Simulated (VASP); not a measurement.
# Al2O3 (R-3c) in VASP: further runs

Runs on Al2O3. Level: PBEsol. Tasks: single point.

Everything below comes from runs of VASP 6.6.1. Logs are shortened: lines on timing, memory, paths and dates and some standing lists are left out, and cuts for length are marked.

## 1. The cell of the first run

Symmetry: R-3c, No. 167, trigonal system. Conventional cell: a = 4.680 Å, b = 4.680 Å, c = 12.094 Å, α = 90.00°, β = 90.00°, γ = 120.00°. Within 2.4 Å of Al (site symmetry 3) lie 6 O at 1.81 to 1.89 Å. Within 2.4 Å of O (site symmetry 2) lie 4 Al at 1.81 to 1.89 Å.

## 2. Single point, PBEsol (volume 7.646 Å^3 an atom, c/a of the conventional cell 2.5844)

INCAR reads:

```
  PREC = Accurate
  ENCUT = 520
  EDIFF = 1E-7
  ISMEAR = 0
  SIGMA = 0.05
  LREAL = F
  LASPH = T
  NELM = 60
  ALGO = Normal
  ISIF = 2
  LWAVE = F
  LCHARG = F
  GGA = PS
  NBANDS = 35
```

KPOINTS reads:

```
regular mesh
0
Gamma
  6 6 6
```

POSCAR reads:

```
Al2O3
1.0
    2.3398700171      1.3509245843      4.0314400482
   -2.3398700171      1.3509245843      4.0314400482
    0.0000000000     -2.7018491685      4.0314400482
Al O
4 6
Direct
    0.8520350473      0.8520350473      0.8520350473
    0.6479649527      0.6479649527      0.6479649527
    0.1479649527      0.1479649527      0.1479649527
    0.3520350473      0.3520350473      0.3520350473
    0.0558571577      0.4441428423      0.7500000000
    0.7500000000      0.0558571577      0.4441428423
    0.4441428423      0.7500000000      0.0558571577
    0.9441428423      0.5558571577      0.2500000000
    0.2500000000      0.9441428423      0.5558571577
    0.5558571577      0.2500000000      0.9441428423
```

Potentials or basis: VASP PAW PBE potentials, release 64 (Al, O).

Launch:

```sh
cat potpaw_PBE.64/Al/POTCAR potpaw_PBE.64/O/POTCAR > POTCAR
mpirun -np 1 vasp_std > vasp.out
```

OUTCAR:

```text
PREC = Accurate
   ENCUT = 520
   EDIFF = 1E-7
   ISMEAR = 0
   LREAL = F
   LASPH = T
   NELM = 60
   ISIF = 2
   GGA = PS

 ion  position               nearest neighbor table
   1  0.852  0.852  0.852-  10 1.81   8 1.81   9 1.81   5 1.89   6 1.89   7 1.89   2 2.47   3 2.74
                             3 2.74   3 2.74   2 3.12   2 3.12   2 3.12
   2  0.648  0.648  0.648-   9 1.81   8 1.81  10 1.81   5 1.89   7 1.89   6 1.89   1 2.47   4 2.74
                             4 2.74   4 2.74   1 3.12   1 3.12   1 3.12
   3  0.148  0.148  0.148-   7 1.81   5 1.81   6 1.81   8 1.89   9 1.89  10 1.89   4 2.47   1 2.74
                             1 2.74   1 2.74   4 3.12   4 3.12   4 3.12
   4  0.352  0.352  0.352-   6 1.81   5 1.81   7 1.81   8 1.89  10 1.89   9 1.89   3 2.47   2 2.74
                             2 2.74   2 2.74   3 3.12   3 3.12   3 3.12
   5  0.056  0.444  0.750-   3 1.81   4 1.81   1 1.89   2 1.89
   6  0.750  0.056  0.444-   4 1.81   3 1.81   1 1.89   2 1.89
   7  0.444  0.750  0.056-   3 1.81   4 1.81   2 1.89   1 1.89
   8  0.944  0.556  0.250-   1 1.81   2 1.81   3 1.89   4 1.89
   9  0.250  0.944  0.556-   2 1.81   1 1.81   3 1.89   4 1.89
  10  0.556  0.250  0.944-   1 1.81   2 1.81   4 1.89   3 1.89

  LATTYP: Found a trigonal (rhomboedric) cell.
 ALAT       =     4.8530915705
 COS(alpha) =     0.5350818630

  Lattice vectors:

 A1 = (   2.3398700171,   1.3509245843,   4.0314400482)
 A2 = (  -2.3398700171,   1.3509245843,   4.0314400482)
 A3 = (   0.0000000000,  -2.7018491685,   4.0314400482)

Analysis of symmetry for initial positions (statically):
=====================================================================
 Subroutine PRICEL returns:
 Original cell was already a primitive cell.

 Routine SETGRP: Setting up the symmetry group for a
 trigonal (rhombohedral) supercell.

 Subroutine GETGRP returns: Found 12 space group operations
 (whereof  6 operations were pure point group operations)
 out of a pool of 12 trial point group operations.

The static configuration has the point symmetry S_6 .
 The point group associated with its full space group is D_3d.

Analysis of symmetry for dynamics (positions and initial velocities):
=====================================================================
 Subroutine PRICEL returns:
 Original cell was already a primitive cell.

 Routine SETGRP: Setting up the symmetry group for a
 trigonal (rhombohedral) supercell.

 Subroutine GETGRP returns: Found 12 space group operations
 (whereof  6 operations were pure point group operations)
 out of a pool of 12 trial point group operations.

The dynamic configuration has the point symmetry S_6 .
 The point group associated with its full space group is D_3d.

 Subroutine INISYM returns: Found 12 space group operations
 (whereof  6 operations are pure point group operations),
 and found     1 'primitive' translations

----------------------------------------------------------------------------------------

                                     Primitive cell

  volume of cell :      76.4600

  direct lattice vectors                    reciprocal lattice vectors
     2.339870017  1.350924584  4.031440048     0.213687084  0.123372295  0.082683440
    -2.339870017  1.350924584  4.031440048    -0.213687084  0.123372295  0.082683440
     0.000000000 -2.701849168  4.031440048     0.000000000 -0.246744590  0.082683440

  length of vectors
     4.853091570  4.853091570  4.853091570     0.260229599  0.260229599  0.260229599

  position of ions in fractional coordinates (direct lattice)
     0.852035047  0.852035047  0.852035047
     0.647964953  0.647964953  0.647964953
     0.147964953  0.147964953  0.147964953
     0.352035047  0.352035047  0.352035047
     0.055857158  0.444142842  0.750000000
     0.750000000  0.055857158  0.444142842
     0.444142842  0.750000000  0.055857158
     0.944142842  0.555857158  0.250000000
     0.250000000  0.944142842  0.555857158
     0.555857158  0.250000000  0.944142842

  ion indices of the primitive-cell ions
   primitive index   ion index
                 1           1
                 2           2
                 3           3
                 4           4
                 5           5
                 6           6
                 7           7
                 8           8
                 9           9
                10          10

----------------------------------------------------------------------------------------

 KPOINTS: regular mesh

Automatic generation of k-mesh.
 Grid dimensions read from file:
 generate k-points for:    6    6    6

 Generating k-lattice:

  Cartesian coordinates                     Fractional coordinates (reciprocal lattice)
     0.035614514  0.020562049  0.013780573     0.166666667 -0.000000000  0.000000000
    -0.035614514  0.020562049  0.013780573    -0.000000000  0.166666667  0.000000000
     0.000000000 -0.041124098  0.013780573     0.000000000  0.000000000  0.166666667

  Length of vectors
     0.043371600  0.043371600  0.043371600

  Shift w.r.t. Gamma in fractional coordinates (k-lattice)
     0.000000000  0.000000000  0.000000000

 Subroutine IBZKPT returns following result:
 ===========================================

 Found     32 irreducible k-points:

 Following reciprocal coordinates:
            Coordinates               Weight
  0.000000  0.000000  0.000000      1.000000
  0.166667 -0.000000  0.000000      6.000000
  0.333333  0.000000  0.000000      6.000000
  0.500000  0.000000  0.000000      3.000000
  0.166667  0.166667  0.000000      6.000000
  0.333333  0.166667  0.000000     12.000000
[... 16 lines left out ...]
  0.500000  0.500000  0.166667      6.000000
 -0.333333  0.500000  0.166667     12.000000
 [... further k-points ...]
   k-points           NKPTS =     32   k-points in BZ     NKDIM =     32   number of bands    NBANDS=     35
   number of dos      NEDOS =    301   number of ions     NIONS =     10
   total plane-waves  NPLWV =  46656
   dimension x,y,z NGX =    36 NGY =   36 NGZ =   36
   dimension x,y,z NGXF=    72 NGYF=   72 NGZF=   72
   ions per type =               4   6
   NGX,Y,Z   is equivalent  to a cutoff of  12.33, 12.33, 12.33 a.u.
   NGXF,Y,Z  is equivalent  to a cutoff of  24.66, 24.66, 24.66 a.u.
 SYSTEM =  unknown system
   PREC   = accura    normal or accurate (medium, high low for compatibility)
   ISTART =      0    job   : 0-new  1-cont  2-samecut
   ICHARG =      2    charge: 1-file 2-atom 10-const
   ISPIN  =      1    spin polarized calculation?
   LNONCOLLINEAR =      F non collinear calculations
   LSORBIT =      F    spin-orbit coupling
   LASPH  =      T    aspherical Exc in radial PAW
   ENCUT  =  520.0 eV  38.22 Ry    6.18 a.u.   9.02  9.02  9.02*2*pi/ulx,y,z
   NELM   =     60;   NELMIN=  2; NELMDL= -5     # of ELM steps
   EDIFF  = 0.1E-06   stopping-criterion for ELM
   LREAL  =      F    real-space projection
   EDIFFG = 0.1E-05   stopping-criterion for IOM
   NSW    =      0    number of steps for IOM
   IBRION =     -1    ionic relax: 0-MD 1-quasi-New 2-CG
   NFREE  =      0    steps in history (QN), initial steepest desc. (CG)
   ISIF   =      2    stress and relaxation
   ISYM   =      2    0-nonsym 1-usesym 2-fastsym
   POTIM  = 0.5000    time-step for ionic-motion
   TEBEG  =    0.0;   TEEND  =   0.0 temperature during run
   PSTRESS=    0.0 pullay stress
   NELECT =      48.0000    total number of electrons
   NUPDOWN=      -1.0000    fix difference up-down
   EMIN   =  10.00;   EMAX   =-10.00  energy-range for DOS
   EFERMI =   0.00;   METHOD = LEGACY
   ISMEAR =     0;   SIGMA  =   0.05  broadening in eV -4-tet -1-fermi 0-gaus
   EFERMI_NEDOS =   21; number of points for ismear=-14 and -15
   IALGO  =     38    algorithm
   IMIX   =      4    mixing-type and parameters
     AMIX     =   0.40;   BMIX     =  1.00
     AMIX_MAG =   1.60;   BMIX_MAG =  1.00
  volume/ion in A,a.u.               =       7.65        51.60
  Fermi-wavevector in a.u.,A,eV,Ry     =   1.401771  2.648964 26.734939  1.964963
  Thomas-Fermi vector in A             =   2.524599
   LORBIT       =      0    0 simple, 1 ext, 2 COOP (PROOUT), +10 PAW based schemes
   GGA     = PS    functional components
   LHFCALC =     F    Hartree Fock is set to
   AEXX    =    0.0000 exact exchange contribution
   IVDW    =     0    specifies the selected vdW correction
   LEPSILON=     F    determine dielectric tensor
   LRPA    =     F    only Hartree local field effects (RPA)
 non-spin polarized calculation
 Gauss-broadening in eV      SIGMA  =   0.05
  energy-cutoff  :      520.00
  volume of cell :       76.46
 maximum number of plane-waves:      2078
   NGX = 19   NGY = 19   NGZ = 19

 number of electron      47.9999997 magnetization

 Free energy of the ion-electron system (eV)
  ---------------------------------------------------
  ext. energy  EPLUGINS =         0.00000000
  ---------------------------------------------------
  free energy    TOTEN  =       -77.56905913 eV

  energy without entropy =      -77.56905913  energy(sigma->0) =      -77.56905913

 E-fermi :   7.9606     XC(G=0): -12.4845

 val. band max:        7.6764751532   @ k =   0.0000   0.0000   0.0000
 cond. band min:      14.5993655235   @ k =   0.0000   0.0000   0.0000
 fundamental gap:      6.9228903703
 Fermi energy:         7.9606232796

 k-point     1 :       0.0000    0.0000    0.0000
  band No.  band energies     occupation
      1     -12.7577      2.00000
      2      -9.6592      2.00000
      3      -9.6549      2.00000
      4      -9.6549      2.00000
      5      -9.2369      2.00000
      6      -9.2369      2.00000
[... 27 lines left out ...]
     34      22.0093      0.00000
     35      22.9254      0.00000
[... 843 lines left out ...]
      5      -9.3797      2.00000
      6      -9.1387      2.00000
[... 27 lines left out ...]
     34      21.4415      0.00000
     35      21.7641      0.00000

 [... further k-points ...]

------------------------ aborting loop because EDIFF is reached ----------------------------------------

  FORCE on cell =-STRESS in cart. coord.  units (eV):
  Direction    XX          YY          ZZ          XY          YZ          ZX
  --------------------------------------------------------------------------------------
  -------------------------------------------------------------------------------------
  Total       12.7952485     12.7952485     23.4292224      0.0000000      0.0000000      0.0000000
  in kB      268.1174091    268.1174092    490.9464943      0.0000000      0.0000000      0.0000000
  external PRESSURE =     342.3937709 kB  Pullay stress =       0.0000000 kB

 VOLUME and BASIS-vectors are now :
 -----------------------------------------------------------------------------
  energy-cutoff  :      520.00
  volume of cell :       76.46
      direct lattice vectors                 reciprocal lattice vectors
     2.339870017  1.350924584  4.031440048     0.213687084  0.123372295  0.082683440
    -2.339870017  1.350924584  4.031440048    -0.213687084  0.123372295  0.082683440
     0.000000000 -2.701849168  4.031440048     0.000000000 -0.246744590  0.082683440

 POSITION                                       TOTAL-FORCE (eV/Angst)
 -----------------------------------------------------------------------------------
      0.00000      0.00000     10.30478         0.000000      0.000000      0.606845
      0.00000      0.00000      7.83670         0.000000     -0.000000     -0.606845
      0.00000      0.00000      1.78954         0.000000     -0.000000     -0.606845
      0.00000      0.00000      4.25762         0.000000      0.000000      0.606845
     -0.90854     -1.35092      5.03930         0.095701      0.000000     -0.000000
      1.62420     -0.11135      5.03930        -0.047850      0.082879      0.000000
     -0.71567      1.46228      5.03930        -0.047850     -0.082879      0.000000
      0.90854      1.35092      7.05502        -0.095701      0.000000     -0.000000
     -1.62420      0.11135      7.05502         0.047850     -0.082879      0.000000
      0.71567     -1.46228      7.05502         0.047850      0.082879      0.000000
 -----------------------------------------------------------------------------------
    total drift:                                0.000000      0.000000     -0.000000

  FREE ENERGIE OF THE ION-ELECTRON SYSTEM (eV)
  ---------------------------------------------------
  free  energy   TOTEN  =       -77.5690591258 eV

  energy  without entropy=      -77.5690591258  energy(sigma->0) =      -77.56905913
```

Wall time 58 s (1 thread of AMD EPYC 9R45 (Zen 5), shared host); peak memory 0.19 GiB.

What came out:

- Free energy: -77.5691 eV
- Pressure: 34.2 GPa
- Largest force: 0.607 eV/Å
- Band gap on the k mesh: 6.92 eV, direct

Forces in eV/Å, atoms in the order of the input:
```
Al   0.000  0.000  0.607
Al   0.000  0.000 -0.607
Al   0.000  0.000 -0.607
Al   0.000  0.000  0.607
O    0.096  0.000  0.000
O   -0.048  0.083  0.000
O   -0.048 -0.083  0.000
O   -0.096  0.000  0.000
O    0.048 -0.083  0.000
O    0.048  0.083  0.000
```

Stress tensor (GPa, compression positive):
```
26.81  0.00  0.00
 0.00 26.81  0.00
 0.00  0.00 49.09
```

Levels at points of the mesh, in eV from the valence-band top:
| k point | band 22 | band 23 | band 24 | band 25 | band 26 | band 27 |
| --- | --- | --- | --- | --- | --- | --- |
| (0.00, 0.00, 0.00) | -0.60 | -0.60 | 0.00 | 6.92 | 8.92 | 11.42 |
| (0.50, 0.00, 0.00) | -1.37 | -0.60 | -0.60 | 9.54 | 9.54 | 10.72 |
| (0.50, 0.50, 0.00) | -1.51 | -1.07 | -0.54 | 9.00 | 10.05 | 10.60 |
| (0.50, 0.50, 0.50) | -1.03 | -1.03 | -1.03 | 8.95 | 8.95 | 11.49 |

Caveat: the PAW data sets were made with another functional, which shifts forces and pressure a little. A k mesh can miss the band edges.

## 3. Single point, PBEsol (volume 8.559 Å^3 an atom, c/a of the conventional cell 2.8001)

INCAR reads:

```
SYSTEM = Al2O3
PREC = Accurate
ENCUT = 520
EDIFF = 1E-7
ISMEAR = 0
SIGMA = 0.05
LREAL = .False.
LASPH = .True.
NELM = 100
ALGO = Normal
ISIF = 2
LWAVE = .False.
LCHARG = .False.
GGA = PS
NBANDS = 35
```

KPOINTS reads:

```
regular mesh
0
Gamma
  6 6 6
  0 0 0
```

Edit POSCAR of step 2 so:

```diff
@@ -2,5 +2,5 @@
 1.0
-    2.3398700171      1.3509245843      4.0314400482
-   -2.3398700171      1.3509245843      4.0314400482
-    0.0000000000     -2.7018491685      4.0314400482
+    2.3654771056      1.3657088437      4.4157149623
+   -2.3654771056      1.3657088437      4.4157149623
+    0.0000000000     -2.7314176874      4.4157149623
 Al O
```

Potentials or basis: VASP PAW PBE potentials, release 64 (Al, O).

Launch:

```sh
cat potpaw_PBE.64/Al/POTCAR potpaw_PBE.64/O/POTCAR > POTCAR
mpirun -np 1 vasp_std > vasp.out
```

Wall time 55 s (1 thread of Intel Xeon 6975P-C (Granite Rapids), shared host); peak memory 0.26 GiB.

Results (log left out):

* Free energy: -78.6122 eV
* Pressure: 0.5 GPa
* Largest force: 0.167 eV/Å
* Band gap on the k mesh: 6.01 eV, direct

Forces on the atoms (eV/Å):
```
Al   0.000  0.000 -0.167
Al   0.000  0.000  0.167
Al   0.000  0.000  0.167
Al   0.000  0.000 -0.167
O    0.053  0.000  0.000
O   -0.026  0.046  0.000
O   -0.026 -0.046  0.000
O   -0.053  0.000  0.000
O    0.026 -0.046  0.000
O    0.026  0.046  0.000
```

Stress tensor (GPa, compression positive):
```
 4.16  0.00  0.00
 0.00  4.16  0.00
 0.00  0.00 -6.78
```

Levels at points of the mesh, in eV from the valence-band top:
| k point | band 20 | band 21 | band 22 | band 23 | band 24 | band 25 | band 26 | band 27 | band 28 | band 29 |
| --- | --- | --- | --- | --- | --- | --- | --- | --- | --- | --- |
| (0.00, 0.00, 0.00) | -0.50 | -0.50 | -0.22 | 0.00 | 0.00 | 6.01 | 9.08 | 10.46 | 10.99 | 10.99 |
| (0.50, 0.00, 0.00) | -1.38 | -0.96 | -0.96 | -0.36 | -0.36 | 9.22 | 9.22 | 9.34 | 9.34 | 11.64 |
| (0.50, 0.50, 0.00) | -1.38 | -1.03 | -0.90 | -0.87 | -0.33 | 9.37 | 9.60 | 9.75 | 10.20 | 10.74 |
| (0.50, 0.50, 0.50) | -2.11 | -0.32 | -0.32 | -0.32 | -0.32 | 8.55 | 8.55 | 10.80 | 10.80 | 12.35 |

Caveat: the PAW data sets were made with another functional, which shifts forces and pressure a little.

(Continued in part 2 of 2.)
